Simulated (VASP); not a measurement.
# CdS (Fm-3m) in VASP: single point with PBEsol

Aim: the single point of CdS with PBEsol.

Program: VASP 6.6.1. These are calculated values, not measurements. Logs are shortened: lines on timing, memory, paths and dates and some standing lists are left out, and cuts for length are marked.

**1. The cell of the first run**

The structure is cubic, space group Fm-3m (No. 225). Conventional cell: a = 5.506 Å, b = 5.506 Å, c = 5.506 Å, α = 90.00°, β = 90.00°, γ = 90.00°. Within 3.6 Å of Cd (site symmetry m-3m) lie 6 S at 2.75 Å. S (site symmetry m-3m) has 6 Cd at 2.75 Å within 3.6 Å.

**2. Single point, PBEsol**

Contents of INCAR:

```
SYSTEM = CdS
ALGO = Normal
EDIFF = 1E-6
ENCUT = 500
GGA = PS
GGA_COMPAT = .False.
ISIF = 2
ISMEAR = 1
LASPH = .True.
LCHARG = .False.
LREAL = .False.
LWAVE = .False.
NBANDS = 16
NELM = 120
PREC = Accurate
SIGMA = 0.05
```

Contents of KPOINTS:

```
k-points
0
Gamma
  5 5 5
  0 0 0
```

Contents of POSCAR:

```
CdS
1.0
    0.0000000000      2.7532440000      2.7532440000
    2.7532440000      0.0000000000      2.7532440000
    2.7532440000      2.7532440000      0.0000000000
Cd S
1 1
Direct
    0.0000000000      0.0000000000      0.0000000000
    0.5000000000      0.5000000000      0.5000000000
```

Potentials or basis: VASP PAW PBE potentials, release 64 (Cd, S).

The run is started by

```sh
> cat potpaw_PBE.64/Cd/POTCAR potpaw_PBE.64/S/POTCAR > POTCAR
> mpirun -np 1 vasp_std > vasp.out
```

OUTCAR:

```text
SYSTEM = CdS
   EDIFF = 1E-6
   ENCUT = 500
   GGA = PS
   ISIF = 2
   ISMEAR = 1
   LASPH = .True.
   LREAL = .False.
   NELM = 120
   PREC = Accurate

 ion  position               nearest neighbor table
   1  0.000  0.000  0.000-   2 2.75   2 2.75   2 2.75   2 2.75   2 2.75   2 2.75
   2  0.500  0.500  0.500-   1 2.75   1 2.75   1 2.75   1 2.75   1 2.75   1 2.75

  LATTYP: Found a face centered cubic cell.
 ALAT       =     5.5064880000

  Lattice vectors:

 A1 = (   0.0000000000,   2.7532440000,   2.7532440000)
 A2 = (   2.7532440000,   0.0000000000,   2.7532440000)
 A3 = (   2.7532440000,   2.7532440000,   0.0000000000)

Analysis of symmetry for initial positions (statically):
=====================================================================
 Subroutine PRICEL returns:
 Original cell was already a primitive cell.

 Routine SETGRP: Setting up the symmetry group for a
 face centered cubic supercell.

 Subroutine GETGRP returns: Found 48 space group operations
 (whereof 48 operations were pure point group operations)
 out of a pool of 48 trial point group operations.

The static configuration has the point symmetry O_h .

Analysis of symmetry for dynamics (positions and initial velocities):
=====================================================================
 Subroutine PRICEL returns:
 Original cell was already a primitive cell.

 Routine SETGRP: Setting up the symmetry group for a
 face centered cubic supercell.

 Subroutine GETGRP returns: Found 48 space group operations
 (whereof 48 operations were pure point group operations)
 out of a pool of 48 trial point group operations.

The dynamic configuration has the point symmetry O_h .

 Subroutine INISYM returns: Found 48 space group operations
 (whereof 48 operations are pure point group operations),
 and found     1 'primitive' translations

----------------------------------------------------------------------------------------

                                     Primitive cell

  volume of cell :      41.7411

  direct lattice vectors                    reciprocal lattice vectors
     0.000000000  2.753244000  2.753244000    -0.181603955  0.181603955  0.181603955
     2.753244000  0.000000000  2.753244000     0.181603955 -0.181603955  0.181603955
     2.753244000  2.753244000  0.000000000     0.181603955  0.181603955 -0.181603955

  length of vectors
     3.893675005  3.893675005  3.893675005     0.314547277  0.314547277  0.314547277

  position of ions in fractional coordinates (direct lattice)
     0.000000000  0.000000000  0.000000000
     0.500000000  0.500000000  0.500000000

  ion indices of the primitive-cell ions
   primitive index   ion index
                 1           1
                 2           2

----------------------------------------------------------------------------------------

 KPOINTS: k-points

Automatic generation of k-mesh.
 Grid dimensions read from file:
 generate k-points for:    5    5    5

 Generating k-lattice:

  Cartesian coordinates                     Fractional coordinates (reciprocal lattice)
    -0.036320791  0.036320791  0.036320791     0.200000000  0.000000000  0.000000000
     0.036320791 -0.036320791  0.036320791     0.000000000  0.200000000  0.000000000
     0.036320791  0.036320791 -0.036320791     0.000000000  0.000000000  0.200000000

  Length of vectors
     0.062909455  0.062909455  0.062909455

  Shift w.r.t. Gamma in fractional coordinates (k-lattice)
     0.000000000  0.000000000  0.000000000

 Subroutine IBZKPT returns following result:
 ===========================================

 Found     10 irreducible k-points:

 Following reciprocal coordinates:
            Coordinates               Weight
  0.000000  0.000000  0.000000      1.000000
  0.200000  0.000000  0.000000      8.000000
  0.400000  0.000000  0.000000      8.000000
  0.200000  0.200000  0.000000      6.000000
  0.400000  0.200000  0.000000     24.000000
 -0.400000  0.200000  0.000000     24.000000
 -0.200000  0.200000  0.000000     12.000000
  0.400000  0.400000  0.000000      6.000000
 -0.400000  0.400000  0.000000     12.000000
 -0.400000  0.400000  0.200000     24.000000
   k-points           NKPTS =     10   k-points in BZ     NKDIM =     10   number of bands    NBANDS=     16
   number of dos      NEDOS =    301   number of ions     NIONS =      2
   total plane-waves  NPLWV =  21952
   dimension x,y,z NGX =    28 NGY =   28 NGZ =   28
   dimension x,y,z NGXF=    56 NGYF=   56 NGZF=   56
   ions per type =               1   1
   NGX,Y,Z   is equivalent  to a cutoff of  11.95, 11.95, 11.95 a.u.
   NGXF,Y,Z  is equivalent  to a cutoff of  23.91, 23.91, 23.91 a.u.
 SYSTEM =  CdS
   PREC   = accura    normal or accurate (medium, high low for compatibility)
   ISTART =      0    job   : 0-new  1-cont  2-samecut
   ICHARG =      2    charge: 1-file 2-atom 10-const
   ISPIN  =      1    spin polarized calculation?
   LNONCOLLINEAR =      F non collinear calculations
   LSORBIT =      F    spin-orbit coupling
   LASPH  =      T    aspherical Exc in radial PAW
   ENCUT  =  500.0 eV  36.75 Ry    6.06 a.u.   7.10  7.10  7.10*2*pi/ulx,y,z
   NELM   =    120;   NELMIN=  2; NELMDL= -5     # of ELM steps
   EDIFF  = 0.1E-05   stopping-criterion for ELM
   LREAL  =      F    real-space projection
   EDIFFG = 0.1E-04   stopping-criterion for IOM
   NSW    =      0    number of steps for IOM
   IBRION =     -1    ionic relax: 0-MD 1-quasi-New 2-CG
   NFREE  =      0    steps in history (QN), initial steepest desc. (CG)
   ISIF   =      2    stress and relaxation
   ISYM   =      2    0-nonsym 1-usesym 2-fastsym
   POTIM  = 0.5000    time-step for ionic-motion
   TEBEG  =    0.0;   TEEND  =   0.0 temperature during run
   PSTRESS=    0.0 pullay stress
   NELECT =      18.0000    total number of electrons
   NUPDOWN=      -1.0000    fix difference up-down
   EMIN   =  10.00;   EMAX   =-10.00  energy-range for DOS
   EFERMI =   0.00;   METHOD = LEGACY
   ISMEAR =     1;   SIGMA  =   0.05  broadening in eV -4-tet -1-fermi 0-gaus
   EFERMI_NEDOS =   21; number of points for ismear=-14 and -15
   IALGO  =     38    algorithm
   IMIX   =      4    mixing-type and parameters
     AMIX     =   0.40;   BMIX     =  1.00
     AMIX_MAG =   1.60;   BMIX_MAG =  1.00
  volume/ion in A,a.u.               =      20.87       140.84
  Fermi-wavevector in a.u.,A,eV,Ry     =   1.236833  2.337275 20.813583  1.529755
  Thomas-Fermi vector in A             =   2.371425
   LORBIT       =      0    0 simple, 1 ext, 2 COOP (PROOUT), +10 PAW based schemes
   GGA     = PS    functional components
   LHFCALC =     F    Hartree Fock is set to
   AEXX    =    0.0000 exact exchange contribution
   IVDW    =     0    specifies the selected vdW correction
   LEPSILON=     F    determine dielectric tensor
   LRPA    =     F    only Hartree local field effects (RPA)
 non-spin polarized calculation
 Methfessel and Paxton  Order N= 1 SIGMA  =   0.05
  energy-cutoff  :      500.00
  volume of cell :       41.74
 maximum number of plane-waves:      1073
   NGX = 15   NGY = 15   NGZ = 15

 number of electron      17.9999990 magnetization

 Free energy of the ion-electron system (eV)
  ---------------------------------------------------
  ext. energy  EPLUGINS =         0.00000000
  ---------------------------------------------------
  free energy    TOTEN  =        -6.59491492 eV

  energy without entropy =       -6.59521170  energy(sigma->0) =       -6.59501385

 E-fermi :   2.6845     XC(G=0): -10.5054

 val. band max:        2.6426340976   @ k =  -0.2000   0.2000   0.0000
 cond. band min:       3.2654323275   @ k =   0.4000   0.4000   0.0000
 fundamental gap:      0.6227982300
 Fermi energy:         2.6845060627

 k-point     1 :       0.0000    0.0000    0.0000
  band No.  band energies     occupation
      1     -10.0496      2.00000
      2      -4.9483      2.00000
      3      -4.9483      2.00000
      4      -4.9473      2.00000
      5      -4.9473      2.00000
      6      -4.9473      2.00000
      7       1.9248      2.00000
      8       1.9248      2.00000
      9       1.9248      2.00000
     10       3.3271     -0.00000
     11      11.7677      0.00000
     12      11.7677      0.00000
     13      11.7677      0.00000
     14      13.7096      0.00000
     15      13.7927      0.00000
     16      13.7927      0.00000

 k-point     2 :       0.2000    0.0000    0.0000
  band No.  band energies     occupation
      1      -9.7265      2.00000
      2      -5.0529      2.00000
      3      -5.0528      2.00000
      4      -4.9875      2.00000
      5      -4.8799      2.00000
      6      -4.8799      2.00000
      7      -0.1914      2.00000
      8       2.1473      2.00000
      9       2.1473      2.00000
     10       5.3526      0.00000
     11       9.6959      0.00000
     12      10.5607      0.00000
     13      10.5607      0.00000
     14      13.0010      0.00000
     15      13.0010      0.00000
     16      13.2757      0.00000

 k-point     3 :       0.4000    0.0000    0.0000
  band No.  band energies     occupation
      1      -9.0730      2.00000
      2      -5.2130      2.00000
      3      -5.2130      2.00000
      4      -5.1433      2.00000
      5      -4.7677      2.00000
      6      -4.7677      2.00000
      7      -1.9504      2.00000
      8       2.5546      2.00148
      9       2.5546      2.00148
     10       6.0617      0.00000
     11       8.6978      0.00000
     12       8.6978      0.00000
     13       9.1431      0.00000
     14      14.0033      0.00000
     15      14.9176      0.00000
     16      14.9176      0.00000

 k-point     4 :       0.2000    0.2000    0.0000
  band No.  band energies     occupation
      1      -9.6612      2.00000
      2      -5.1034      2.00000
      3      -5.0003      2.00000
      4      -4.9117      2.00000
      5      -4.8760      2.00000
      6      -4.8760      2.00000
      7       0.2548      2.00000
      8       1.4799      2.00000
      9       1.4799      2.00000
     10       5.8421      0.00000
     11       8.9390      0.00000
     12       9.9096      0.00000
     13      11.5301      0.00000
     14      11.5301      0.00000
     15      15.2605      0.00000
     16      16.2369      0.00000

 k-point     5 :       0.4000    0.2000    0.0000
  band No.  band energies     occupation
      1      -9.2149      2.00000
      2      -5.0610      2.00000
      3      -5.0353      2.00000
      4      -5.0296      2.00000
      5      -4.7733      2.00000
      6      -4.7516      2.00000
      7      -1.2555      2.00000
      8       1.4314      2.00000
      9       1.4837      2.00000
     10       5.6050      0.00000
     11       8.4157      0.00000
     12       9.9105      0.00000
     13      10.6885      0.00000
     14      12.7975      0.00000
     15      15.9740      0.00000
     16      16.3293      0.00000

 k-point     6 :      -0.4000    0.2000    0.0000
  band No.  band energies     occupation
      1      -8.9742      2.00000
      2      -5.1674      2.00000
      3      -5.1143      2.00000
      4      -4.9816      2.00000
      5      -4.7531      2.00000
      6      -4.6724      2.00000
      7      -1.8246      2.00000
      8       0.7772      2.00000
      9       2.1599      2.00000
     10       6.2199      0.00000
     11       7.9356      0.00000
     12       9.4280      0.00000
     13      10.5252      0.00000
     14      14.5292      0.00000
     15      14.7624      0.00000
     16      16.1821      0.00000

 k-point     7 :      -0.2000    0.2000    0.0000
  band No.  band energies     occupation
      1      -9.3299      2.00000
      2      -5.1662      2.00000
      3      -5.1205      2.00000
      4      -4.9868      2.00000
      5      -4.8465      2.00000
      6      -4.7495      2.00000
      7      -0.9497      2.00000
      8       0.8915      2.00000
      9       2.6426      1.99803
     10       7.0343      0.00000
     11       7.9926      0.00000
     12       9.3253      0.00000
     13       9.6242      0.00000
     14      12.7933      0.00000
     15      15.7313      0.00000
     16      15.8113      0.00000

 k-point     8 :       0.4000    0.4000    0.0000
  band No.  band energies     occupation
      1      -9.2014      2.00000
      2      -5.0863      2.00000
      3      -4.8522      2.00000
      4      -4.7177      2.00000
      5      -4.7177      2.00000
      6      -4.4523      2.00000
      7      -1.0929      2.00000
      8       0.6820      2.00000
      9       0.6820      2.00000
     10       3.2654     -0.00000
     11       8.6988      0.00000
     12      11.4891      0.00000
     13      13.0269      0.00000
     14      13.0269      0.00000
     15      16.5754      0.00000
     16      17.8291      0.00000

 k-point     9 :      -0.4000    0.4000    0.0000
  band No.  band energies     occupation
      1      -9.0683      2.00000
      2      -5.0653      2.00000
      3      -4.9633      2.00000
      4      -4.7795      2.00000
      5      -4.7053      2.00000
      6      -4.2122      2.00000
      7      -1.1660      2.00000
      8      -0.5792      2.00000
      9       1.0211      2.00000
     10       4.1507      0.00000
     11       9.0051      0.00000
     12      11.4422      0.00000
     13      11.8744      0.00000
     14      13.0839      0.00000
     15      15.9379      0.00000
     16      17.9298      0.00000

 k-point    10 :      -0.4000    0.4000    0.2000
  band No.  band energies     occupation
      1      -9.0347      2.00000
      2      -5.0822      2.00000
      3      -4.9969      2.00000
      4      -4.9144      2.00000
      5      -4.7167      2.00000
      6      -4.4310      2.00000
      7      -1.1887      2.00000
      8      -0.0523      2.00000
      9       0.7855      2.00000
     10       5.7286      0.00000
     11       8.8756      0.00000
     12       9.6526      0.00000
     13      11.0499      0.00000
     14      14.1485      0.00000
     15      15.5581      0.00000
     16      17.7560      0.00000

------------------------ aborting loop because EDIFF is reached ----------------------------------------

  FORCE on cell =-STRESS in cart. coord.  units (eV):
  Direction    XX          YY          ZZ          XY          YZ          ZX
  --------------------------------------------------------------------------------------
  -------------------------------------------------------------------------------------
  Total       -1.0050298     -1.0050298     -1.0050298     -0.0000000     -0.0000000      0.0000000
  in kB      -38.5767326    -38.5767326    -38.5767326     -0.0000000     -0.0000000      0.0000000
  external PRESSURE =     -38.5767326 kB  Pullay stress =       0.0000000 kB

 VOLUME and BASIS-vectors are now :
 -----------------------------------------------------------------------------
  energy-cutoff  :      500.00
  volume of cell :       41.74
      direct lattice vectors                 reciprocal lattice vectors
     0.000000000  2.753244000  2.753244000    -0.181603955  0.181603955  0.181603955
     2.753244000  0.000000000  2.753244000     0.181603955 -0.181603955  0.181603955
     2.753244000  2.753244000  0.000000000     0.181603955  0.181603955 -0.181603955

 POSITION                                       TOTAL-FORCE (eV/Angst)
 -----------------------------------------------------------------------------------
      0.00000      0.00000      0.00000         0.000000      0.000000     -0.000000
      2.75324      2.75324      2.75324        -0.000000     -0.000000      0.000000
 -----------------------------------------------------------------------------------
    total drift:                                0.000000      0.000000      0.000000

  FREE ENERGIE OF THE ION-ELECTRON SYSTEM (eV)
  ---------------------------------------------------
  free  energy   TOTEN  =        -6.5949149248 eV

  energy  without entropy=       -6.5952116978  energy(sigma->0) =       -6.59501385
```

It took 17 s on 1 thread of Intel Xeon 8259CL, shared host; peak memory 0.15 GiB.

Results:

```
Free energy            : -6.5949 eV
Pressure               : -3.9 GPa
Band gap on the k mesh : 0.62 eV, indirect (least direct gap 1.40 eV)
```

Caveat: the PAW data sets were made with another functional, which shifts forces and pressure a little.
